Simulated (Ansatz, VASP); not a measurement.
Two plane-wave programs on Al2Ru

```
CELL_PARAMETERS angstrom
0.00000 3.98984 4.39153
2.35247 0.00000 4.39153
2.35247 3.98984 0.00000
ATOMIC_POSITIONS crystal
Al 0.07906 0.42094 0.07906
Al 0.42094 0.07906 0.42094
Al 0.17094 0.82906 0.17094
Al 0.82906 0.17094 0.82906
Ru 0.75000 0.75000 0.75000
Ru 0.50000 0.50000 0.50000
```

Alike in both runs: task single point; functional r2SCAN; k mesh 4 × 4 × 4; occupations gaussian, width 0.01 eV; no spin polarisation.

|  | VASP | Ansatz |
| --- | --- | --- |
| version | VASP 6.6.1 | Ansatz 0.2.0 |
| potentials or method | VASP PAW PBE potentials, release 64 (Al, Ru_pv), cutoff 520 eV | scalar-relativistic, plane waves, PAW |
| valence electrons in the cell | 40 | 44 |

|  | VASP | Ansatz | Ansatz less VASP |
| --- | --- | --- | --- |
| gap on the k mesh at the Fermi level (eV) | 0.26 | 0.25 | -0.006 |
| least direct gap on the mesh (eV) | 1.37 | 1.37 | +0.003 |
| pressure (GPa) | -0.1 | 0.0 | +0.11 |
| traceless stress, the component that is largest in VASP (GPa) | 0.08 | 0.07 | -0.006 |

VASP's potentials were made for PBE, not for r2SCAN. VASP's potentials hold 40 valence electrons a cell and Ansatz's 44, so a difference there can come from the potentials and not from the codes.

The k mesh is coarse, so the values compare programs but aren't converged.
